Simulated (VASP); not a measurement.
Here is a VASP 6.6.1 calculation.

The input INCAR:

```
PREC = Accurate
ENCUT = 520
EDIFF = 1E-6
ISMEAR = 0
SIGMA = 0.1
LREAL = False
LASPH = True
NELM = 80
ALGO = Normal
ISIF = 2
LWAVE = False
LCHARG = True
GGA = PE
LELF = True
LVHAR = True
NBANDS = 42
```

The input KPOINTS:

```
regular mesh
0
Gamma
  3 3 2
```

File POSCAR:

```
Rb5Na2S
1.0
    6.0784024900      0.0000000000      0.0000000000
   -3.0392012500      5.2640509700      0.0000000000
    0.0000000000      0.0000000000     10.6247174400
Rb Na S
5 2 1
Direct
    0.3333333300      0.6666666700      0.1830378000
    0.6666666700      0.3333333300      0.1830378000
    0.6666666700      0.3333333300      0.8169622000
    0.3333333300      0.6666666700      0.8169622000
    0.0000000000      0.0000000000      0.5000000000
    0.3333333300      0.6666666700      0.5000000000
    0.6666666700      0.3333333300      0.5000000000
    0.0000000000      0.0000000000      0.0000000000
```

Potentials or basis: VASP PAW PBE potentials, release 64 (Rb_sv, Na_pv, S).

Launch:

```sh
$ cat potpaw_PBE.64/Rb_sv/POTCAR potpaw_PBE.64/Na_pv/POTCAR potpaw_PBE.64/S/POTCAR > POTCAR
$ mpirun -np 1 vasp_std > vasp.out
```

Problem. Predict the pressure.

Solution. 2.0 GPa.

Problem. Predict the band gap on the k mesh.

Solution. Zero (an odd number of electrons rules out a gap without spin polarisation).

Forces in eV/Å, atoms in the order of the input:
```
Rb   0.000  0.000 -0.449
Rb   0.000  0.000 -0.449
Rb   0.000  0.000  0.449
Rb   0.000  0.000  0.449
Rb   0.000  0.000  0.000
Na   0.000  0.000  0.000
Na   0.000  0.000  0.000
S    0.000  0.000  0.000
```

Caveat: the k points lie up to 0.40 Å⁻¹ apart, too coarse for converged energies and pressures of a metal.
